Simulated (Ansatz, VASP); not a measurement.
**Sb3S5 in VASP and in Ansatz**

```
Sb S
1.0
     3.86218    0.00000    0.00000
    -1.93109    3.34475    0.00000
     0.00000    0.00000   17.15331
Sb S
3 5
Direct
  0.00000 0.00000 0.50000
  0.33333 0.66667 0.10782
  0.66667 0.33333 0.89218
  0.66667 0.33333 0.58719
  0.33333 0.66667 0.41281
  0.66667 0.33333 0.19305
  0.33333 0.66667 0.80695
  0.00000 0.00000 0.00000
```

Alike in both runs: functional PBE; k mesh 12 × 12 × 2; occupations gaussian, width 0.1 eV; no spin polarisation.

Ansatz relaxed the structure, and its values are those at the end. VASP's run is a single point on that final structure, the one shown.

|  | VASP | Ansatz |
| --- | --- | --- |
| version | VASP 6.6.1 | Ansatz 0.2.0 |
| potentials or method | VASP PAW PBE potentials, release 64 (Sb, S), cutoff 520 eV | scalar-relativistic, plane waves, PAW |
| valence electrons in the cell | 45 | 75 |

VASP gave:

```
gap on the k mesh at the Fermi level (eV) : none
pressure (GPa)                            : -0.2
rms of the force components (eV/Å)        : 0.009
```

Question: Estimate Ansatz's values.

Answer: gap on the k mesh at the Fermi level (eV): none; pressure (GPa): 0.0; rms of the force components (eV/Å): 0.000.

A gap of «none» marks a metal or a gap that the smearing closes. VASP's potentials hold 45 valence electrons a cell and Ansatz's 75, so a difference there can come from the potentials and not from the codes.

Neither program's run includes spin-orbit coupling.
